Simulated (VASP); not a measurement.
Input of a VASP 6.6.1 run:

File POSCAR:

```
CaY
1.0
    1.9766574348     -2.9332380000      0.0000000000
    1.9766574348      2.9332380000      0.0000000000
   -0.0302115573      0.0000000000      6.1761332710
Ca Y
1 1
Direct
    0.0000000000      0.0000000000      0.0000000000
    0.5000000000      0.5000000000      0.5000000000
```

The input INCAR.step1:

```
ALGO = Normal
EDIFF = 1E-6
ENCUT = 520
ISIF = 2
ISMEAR = -1
ISPIN = 2
LASPH = True
LCHARG = True
LMAXMIX = 4
LREAL = False
LWAVE = False
MAGMOM = 0 0.6
NBANDS = 22
NELM = 150
PREC = Accurate
SIGMA = 0.1
```

The input KPOINTS.step1:

```
k-points
0
Gamma
  9 9 5
```

Contents of INCAR.step2:

```
ALGO = Normal
EDIFF = 1E-6
ENCUT = 520
ICHARG = 11
ISIF = 2
ISMEAR = -5
ISPIN = 2
LASPH = True
LCHARG = False
LMAXMIX = 4
LORBIT = 10
LREAL = False
LWAVE = False
MAGMOM = 0 0.6
NEDOS = 2001
NELM = 150
PREC = Accurate
SIGMA = 0.1
```

KPOINTS.step2

```
k-points
0
Gamma
  14 14 8
```

Potentials or basis: VASP PAW LDA potentials, release 64 (Ca_sv, Y_sv).

Launch:

```bash
$ cat potpaw_LDA.64/Ca_sv/POTCAR potpaw_LDA.64/Y_sv/POTCAR > POTCAR
$ cp INCAR.step1 INCAR
$ cp KPOINTS.step1 KPOINTS
$ mpirun -np 1 vasp_std > vasp.out
$ cp INCAR.step2 INCAR
$ cp KPOINTS.step2 KPOINTS
$ mpirun -np 1 vasp_std > vasp.out
```

Question: Estimate the net moment.

Answer: 0.00 μB per cell.
